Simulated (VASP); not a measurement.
# Mg9O8 (a cell with a defect) in VASP: notebook

Mg9O8 (a cell with a defect) is run at these levels: PBE+D3(BJ); tasks: relaxation of the atoms.

Everything below comes from runs of VASP 6.6.1. Logs are shortened: lines on timing, memory, paths and dates and some standing lists are left out, and cuts for length are marked.

### Step 1. The cell of the first run

The cell holds a defect, 17 atoms: a = 5.769 Å, b = 5.769 Å, c = 5.769 Å, α = 60.00°, β = 60.00°, γ = 60.00°.

### Step 2. Relaxation of the atoms, PBE+D3(BJ)

INCAR reads:

```
SYSTEM = Mg9O8
PREC     = Accurate       ! precision mode
ENCUT    = 520            ! plane-wave cutoff, eV
EDIFF    = 1E-7           ! SCF threshold, eV
ISMEAR   = -1             ! smearing method
SIGMA    = 0.05           ! smearing width, eV
LREAL    = Auto         
LASPH    = .True.         ! aspherical terms in the spheres
NELM     = 100            ! most SCF steps
ALGO     = Normal         ! electronic algorithm
ISIF     = 2              ! what is computed and relaxed
LWAVE    = .False.        ! write WAVECAR
LCHARG   = .False.        ! write CHGCAR
GGA      = PE             ! functional
IVDW     = 12             ! dispersion correction
IBRION   = 2              ! ionic algorithm
NSW      = 80             ! ionic steps
EDIFFG   = -0.03          ! ionic threshold
```

KPOINTS reads:

```
regular mesh
0
Gamma
  2 2 2
  0 0 0
```

POSCAR reads:

```
Mg9O8
1.0
    0.0000000000      4.0790000000      4.0790000000
    4.0790000000      0.0000000000      4.0790000000
    4.0790000000      4.0790000000      0.0000000000
Mg O
9 8
Direct
    0.0000000000      0.0000000000      0.0000000000
    0.0000000000      0.0000000000      0.5000000000
    0.0000000000      0.5000000000      0.0000000000
    0.0000000000      0.5000000000      0.5000000000
    0.5000000000      0.0000000000      0.0000000000
    0.5000000000      0.0000000000      0.5000000000
    0.5000000000      0.5000000000      0.0000000000
    0.5000000000      0.5000000000      0.5000000000
    0.8746929000      0.8708014000      0.3700282000
    0.2500000000      0.2500000000      0.2500000000
    0.2500000000      0.2500000000      0.7500000000
    0.2500000000      0.7500000000      0.2500000000
    0.2500000000      0.7500000000      0.7500000000
    0.7500000000      0.2500000000      0.2500000000
    0.7500000000      0.2500000000      0.7500000000
    0.7500000000      0.7500000000      0.2500000000
    0.7500000000      0.7500000000      0.7500000000
```

Potentials or basis: VASP PAW PBE potentials, release 64 (Mg, O).

The run is started by

```sh
$ cat potpaw_PBE.64/Mg/POTCAR potpaw_PBE.64/O/POTCAR > POTCAR
$ mpirun -np 1 vasp_std > vasp.out
```

OUTCAR:

```text
SYSTEM = Mg9O8
   PREC = Accurate
   ENCUT = 520
   EDIFF = 1E-7
   ISMEAR = -1
   LREAL = Auto
   LASPH = .True.
   NELM = 100
   ISIF = 2
   GGA = PE
   IVDW = 12
   IBRION = 2
   NSW = 80
   EDIFFG = -0.03
 IVDW          = 12

 ion  position               nearest neighbor table
   1  0.000  0.000  0.000-   9 1.74  11 2.04  12 2.04  13 2.04  14 2.04  15 2.04  16 2.04   3 2.88
                             5 2.88   2 2.88   2 2.88   4 2.88   6 2.88   3 2.88   4 2.88   7 2.88
   2  0.000  0.000  0.500-   9 1.81  10 2.04  12 2.04  13 2.04  14 2.04  15 2.04  17 2.04   4 2.88
                             6 2.88   1 2.88   1 2.88   3 2.88   5 2.88   3 2.88   4 2.88   8 2.88
   3  0.000  0.500  0.000-  10 2.04  11 2.04  13 2.04  14 2.04  16 2.04  17 2.04   1 2.88   4 2.88
                             7 2.88   2 2.88   4 2.88   8 2.88   1 2.88   2 2.88   5 2.88   5 2.88
   4  0.000  0.500  0.500-   9 1.75  10 2.04  11 2.04  12 2.04  15 2.04  16 2.04  17 2.04   3 2.88
                             8 2.88   2 2.88   1 2.88   3 2.88   7 2.88   1 2.88   2 2.88   6 2.88
   5  0.500  0.000  0.000-  10 2.04  11 2.04  12 2.04  15 2.04  16 2.04  17 2.04   1 2.88   6 2.88
                             7 2.88   2 2.88   6 2.88   8 2.88   3 2.88   7 2.88   8 2.88   1 2.88
   6  0.500  0.000  0.500-   9 1.77  10 2.04  11 2.04  13 2.04  14 2.04  16 2.04  17 2.04   5 2.88
                             8 2.88   2 2.88   1 2.88   5 2.88   7 2.88   4 2.88   7 2.88   8 2.88
   7  0.500  0.500  0.000-  10 2.04  12 2.04  13 2.04  14 2.04  15 2.04  17 2.04   3 2.88   5 2.88
                             8 2.88   4 2.88   6 2.88   8 2.88   1 2.88   5 2.88   6 2.88   1 2.88
   8  0.500  0.500  0.500-  11 2.04  12 2.04  13 2.04  14 2.04  15 2.04  16 2.04   4 2.88   6 2.88
                             7 2.88   3 2.88   5 2.88   7 2.88   2 2.88   5 2.88   6 2.88   2 2.88
   9  0.875  0.871  0.370-  16 1.72   1 1.74   4 1.75   6 1.77  12 1.77  14 1.79  17 1.79   2 1.81
                             3 3.34   5 3.35   8 3.35   7 3.36   7 3.38   7 3.38   5 3.39   8 3.40
  10  0.250  0.250  0.250-   2 2.04   3 2.04   4 2.04   5 2.04   6 2.04   7 2.04
  11  0.250  0.250  0.750-   1 2.04   3 2.04   4 2.04   5 2.04   6 2.04   8 2.04
  12  0.250  0.750  0.250-   9 1.77   2 2.04   4 2.04   5 2.04   7 2.04   8 2.04   1 2.04
  13  0.250  0.750  0.750-   1 2.04   2 2.04   3 2.04   6 2.04   7 2.04   8 2.04
  14  0.750  0.250  0.250-   9 1.79   2 2.04   3 2.04   6 2.04   7 2.04   8 2.04   1 2.04
  15  0.750  0.250  0.750-   1 2.04   2 2.04   4 2.04   5 2.04   7 2.04   8 2.04
  16  0.750  0.750  0.250-   9 1.72   3 2.04   4 2.04   5 2.04   6 2.04   8 2.04   1 2.04
  17  0.750  0.750  0.750-   9 1.79   3 2.04   4 2.04   5 2.04   6 2.04   7 2.04   2 2.04

 -----------------------------------------------------------------------------
|                                                                             |
|           W    W    AA    RRRRR   N    N  II  N    N   GGGG   !!!           |
|           W    W   A  A   R    R  NN   N  II  NN   N  G    G  !!!           |
|           W    W  A    A  R    R  N N  N  II  N N  N  G       !!!           |
|           W WW W  AAAAAA  RRRRR   N  N N  II  N  N N  G  GGG   !            |
|           WW  WW  A    A  R   R   N   NN  II  N   NN  G    G                |
|           W    W  A    A  R    R  N    N  II  N    N   GGGG   !!!           |
|                                                                             |
|     The distance between some ions is very small. Please check the          |
|     nearest-neighbor list in the OUTCAR file.                               |
|     I HOPE YOU KNOW WHAT YOU ARE DOING!                                     |
|                                                                             |
 -----------------------------------------------------------------------------

  LATTYP: Found a face centered cubic cell.
 ALAT       =     8.1580000000

  Lattice vectors:

 A1 = (   0.0000000000,   4.0790000000,   4.0790000000)
 A2 = (   4.0790000000,   0.0000000000,   4.0790000000)
 A3 = (   4.0790000000,   4.0790000000,   0.0000000000)

Analysis of symmetry for initial positions (statically):
=====================================================================
 Subroutine PRICEL returns:
 Original cell was already a primitive cell.

 Routine SETGRP: Setting up the symmetry group for a
 face centered cubic supercell.

 Subroutine GETGRP returns: Found  1 space group operations
 (whereof  1 operations were pure point group operations)
 out of a pool of 48 trial point group operations.

The static configuration has the point symmetry C_1 .

Analysis of symmetry for dynamics (positions and initial velocities):
=====================================================================
 Subroutine PRICEL returns:
 Original cell was already a primitive cell.

 Routine SETGRP: Setting up the symmetry group for a
 face centered cubic supercell.

 Subroutine GETGRP returns: Found  1 space group operations
 (whereof  1 operations were pure point group operations)
 out of a pool of 48 trial point group operations.

The dynamic configuration has the point symmetry C_1 .

 Subroutine INISYM returns: Found  1 space group operations
 (whereof  1 operations are pure point group operations),
 and found     1 'primitive' translations

[... 58 lines left out ...]
 Grid dimensions read from file:
 generate k-points for:    2    2    2

 Generating k-lattice:

  Cartesian coordinates                     Fractional coordinates (reciprocal lattice)
    -0.061289532  0.061289532  0.061289532     0.500000000  0.000000000  0.000000000
     0.061289532 -0.061289532  0.061289532     0.000000000  0.500000000  0.000000000
     0.061289532  0.061289532 -0.061289532     0.000000000  0.000000000  0.500000000

  Length of vectors
     0.106156583  0.106156583  0.106156583

  Shift w.r.t. Gamma in fractional coordinates (k-lattice)
     0.000000000  0.000000000  0.000000000

 Subroutine IBZKPT returns following result:
 ===========================================

 Found      8 irreducible k-points:

 Following reciprocal coordinates:
            Coordinates               Weight
  0.000000  0.000000  0.000000      1.000000
  0.500000  0.000000  0.000000      1.000000
  0.000000  0.500000  0.000000      1.000000
  0.000000  0.000000  0.500000      1.000000
  0.500000  0.500000  0.500000      1.000000
  0.500000  0.500000  0.000000      1.000000
  0.000000  0.500000  0.500000      1.000000
  0.500000  0.000000  0.500000      1.000000
   k-points           NKPTS =      8   k-points in BZ     NKDIM =      8   number of bands    NBANDS=     42
   number of dos      NEDOS =    301   number of ions     NIONS =     17
   total plane-waves  NPLWV = 110592
   dimension x,y,z NGX =    48 NGY =   48 NGZ =   48
   dimension x,y,z NGXF=    96 NGYF=   96 NGZF=   96
   ions per type =               9   8
   NGX,Y,Z   is equivalent  to a cutoff of  13.83, 13.83, 13.83 a.u.
   NGXF,Y,Z  is equivalent  to a cutoff of  27.67, 27.67, 27.67 a.u.
 SYSTEM =  Mg9O8
   PREC   = accura    normal or accurate (medium, high low for compatibility)
   ISTART =      0    job   : 0-new  1-cont  2-samecut
   ICHARG =      2    charge: 1-file 2-atom 10-const
   ISPIN  =      1    spin polarized calculation?
   LNONCOLLINEAR =      F non collinear calculations
   LSORBIT =      F    spin-orbit coupling
   LASPH  =      T    aspherical Exc in radial PAW
   ENCUT  =  520.0 eV  38.22 Ry    6.18 a.u.  10.73 10.73 10.73*2*pi/ulx,y,z
   NELM   =    100;   NELMIN=  2; NELMDL= -5     # of ELM steps
   EDIFF  = 0.1E-06   stopping-criterion for ELM
   LREAL  =      T    real-space projection
   EDIFFG = -.3E-01   stopping-criterion for IOM
   NSW    =     80    number of steps for IOM
   IBRION =      2    ionic relax: 0-MD 1-quasi-New 2-CG
   NFREE  =      1    steps in history (QN), initial steepest desc. (CG)
   ISIF   =      2    stress and relaxation
   ISYM   =      2    0-nonsym 1-usesym 2-fastsym
   POTIM  = 0.5000    time-step for ionic-motion
   TEBEG  =    0.0;   TEEND  =   0.0 temperature during run
   PSTRESS=    0.0 pullay stress
   NELECT =      66.0000    total number of electrons
   NUPDOWN=      -1.0000    fix difference up-down
   EMIN   =  10.00;   EMAX   =-10.00  energy-range for DOS
   EFERMI =   0.00;   METHOD = LEGACY
   ISMEAR =    -1;   SIGMA  =   0.05  broadening in eV -4-tet -1-fermi 0-gaus
   EFERMI_NEDOS =   21; number of points for ismear=-14 and -15
   IALGO  =     38    algorithm
   IMIX   =      4    mixing-type and parameters
     AMIX     =   0.40;   BMIX     =  1.00
     AMIX_MAG =   1.60;   BMIX_MAG =  1.00
  volume/ion in A,a.u.               =       7.98        53.88
  Fermi-wavevector in a.u.,A,eV,Ry     =   1.287338  2.432715 22.548092  1.657238
  Thomas-Fermi vector in A             =   2.419358
   LORBIT       =      0    0 simple, 1 ext, 2 COOP (PROOUT), +10 PAW based schemes
   GGA     = PE    functional components
   LHFCALC =     F    Hartree Fock is set to
   AEXX    =    0.0000 exact exchange contribution
   IVDW    =    12    specifies the selected vdW correction
   LEPSILON=     F    determine dielectric tensor
   LRPA    =     F    only Hartree local field effects (RPA)
 conjugate gradient relaxation of ions
 non-spin polarized calculation
  energy-cutoff  :      520.00
  volume of cell :      135.73
 maximum number of plane-waves:      3695
 NGX is ok and might be reduce to    48
   NGX = 21   NGY = 21   NGZ = 21

--------------------------------------- Ionic step        1  -------------------------------------------

 number of electron      65.9999979 magnetization

 Free energy of the ion-electron system (eV)
  ---------------------------------------------------
  ext. energy  EPLUGINS =         0.00000000
  ---------------------------------------------------
  free energy    TOTEN  =       -70.46490122 eV

  energy without entropy =      -70.40868923  energy(sigma->0) =      -70.43679522

------------------------ aborting loop because EDIFF is reached ----------------------------------------

 Edisp (eV)   -6.23552

 E8    (eV) :    -2.4729
[... 150 lines left out ...]
  FREE ENERGIE OF THE ION-ELECTRON SYSTEM (eV)
  ---------------------------------------------------
  free  energy   TOTEN  =       -82.7006832255 eV

  energy  without entropy=      -82.6628011375  energy(sigma->0) =      -82.68174218

[... ionic steps 4 to 8 ...]

--------------------------------------- Ionic step        9  -------------------------------------------

 number of electron      66.0000003 magnetization

------------------------ aborting loop because EDIFF is reached ----------------------------------------
[... 105 lines left out ...]
--------------------------------------- Ionic step       11  -------------------------------------------

 number of electron      66.0000002 magnetization

 Free energy of the ion-electron system (eV)
  ---------------------------------------------------
  ext. energy  EPLUGINS =         0.00000000
  ---------------------------------------------------
  free energy    TOTEN  =       -76.92800038 eV

  energy without entropy =      -76.89085284  energy(sigma->0) =      -76.90942661

 E-fermi :  11.8694     XC(G=0): -11.9155

 val. band max:       11.8671444457   @ k =   0.5000   0.0000   0.0000
 cond. band min:      11.8964984685   @ k =   0.5000   0.5000   0.5000
 fundamental gap:      0.0293540228
 Fermi energy:        11.8694006222

 k-point     1 :       0.0000    0.0000    0.0000
  band No.  band energies     occupation
      1     -13.4415      2.00000
      2     -11.9448      2.00000
      3     -11.9372      2.00000
      4     -11.9156      2.00000
      5     -11.8729      2.00000
      6     -11.4658      2.00000
[... 397 lines left out ...]
  FREE ENERGIE OF THE ION-ELECTRON SYSTEM (eV)
  ---------------------------------------------------
  free  energy   TOTEN  =       -83.1767641057 eV

  energy  without entropy=      -83.1396165597  energy(sigma->0) =      -83.15819033

 reached required accuracy - stopping structural energy minimisation
```

Run time: 26 min. Hardware: 1 thread of Intel Xeon Platinum 8259CL at 2.50GHz (Skylake/Cascade Lake), shared host; peak memory 0.36 GiB.

Results:

```yaml
Free_energy: -83.1768 eV
Energy_gained_by_relaxing: 381.0 meV/atom
Ionic_steps: 11
Pressure_after_relaxing: 64.8 GPa
Largest_force_after_relaxing: 0.027 eV/Å
Band_gap_on_the_k_mesh: zero (bands 33 and 34 overlap by 0.56 eV)
Dispersion_energy_per_atom: -0.368 eV
```

Forces in eV/Å, atoms in the order of the input:
```
Mg  -0.008 -0.004 -0.005
Mg  -0.003  0.001  0.002
Mg  -0.002 -0.005 -0.005
Mg  -0.009 -0.004 -0.005
Mg  -0.003 -0.006  0.000
Mg  -0.007 -0.007 -0.006
Mg   0.007  0.009  0.010
Mg  -0.002  0.001 -0.007
Mg   0.012  0.005  0.005
O    0.004  0.001  0.006
O   -0.012 -0.016 -0.017
O    0.008  0.005  0.004
O    0.005  0.006  0.002
O    0.004  0.010 -0.001
O    0.003  0.009  0.009
O    0.002 -0.002 -0.003
O    0.002 -0.001  0.010
```

The path:
```
step  energy change (eV)  largest force (eV/Å)  pressure (GPa)
   1              0.0000               11.4936           68.83
   2              1.1968               15.3915           84.63
   3             -6.0003                1.7102           67.38
   4             -6.3623                0.8123           65.24
   5             -6.3793                1.1862           64.83
   6             -6.4442                0.8468           64.52
   7             -6.4556                0.5940           64.57
   8             -6.4754                0.1193           64.85
   9             -6.4759                0.1024           64.81
  10             -6.4761                0.0860           64.74
  11             -6.4763                0.0266           64.77
```

Final structure:
```yaml
crystal:
  lattice:
    - [0.00000, 4.07900, 4.07900]
    - [4.07900, 0.00000, 4.07900]
    - [4.07900, 4.07900, 0.00000]
  atoms:
    - { symbol: Mg, position: [0.02196, 0.02191, 0.93413] }
    - { symbol: Mg, position: [0.02070, 0.02063, 0.52061] }
    - { symbol: Mg, position: [0.00205, 0.49934, 0.99934] }
    - { symbol: Mg, position: [0.02188, 0.43436, 0.52183] }
    - { symbol: Mg, position: [0.49933, 0.00205, 0.99932] }
    - { symbol: Mg, position: [0.43547, 0.02147, 0.52146] }
    - { symbol: Mg, position: [0.49927, 0.49932, 0.99932] }
    - { symbol: Mg, position: [0.49932, 0.49932, 0.50205] }
    - { symbol: Mg, position: [0.87489, 0.87327, 0.37296] }
    - { symbol: O, position: [0.25851, 0.25817, 0.22407] }
    - { symbol: O, position: [0.25915, 0.25883, 0.75877] }
    - { symbol: O, position: [0.26168, 0.74668, 0.24680] }
    - { symbol: O, position: [0.25854, 0.72403, 0.75814] }
    - { symbol: O, position: [0.74672, 0.26047, 0.24732] }
    - { symbol: O, position: [0.72383, 0.25839, 0.75832] }
    - { symbol: O, position: [0.74459, 0.74524, 0.24536] }
    - { symbol: O, position: [0.74682, 0.74733, 0.76023] }
```

Caveat: the k points lie up to 0.67 Å⁻¹ apart, too coarse for converged energies and pressures of a metal.

(Continued in part 2 of 2.)

The gap in the log of VASP goes by the Fermi energy; the results here count the filled bands.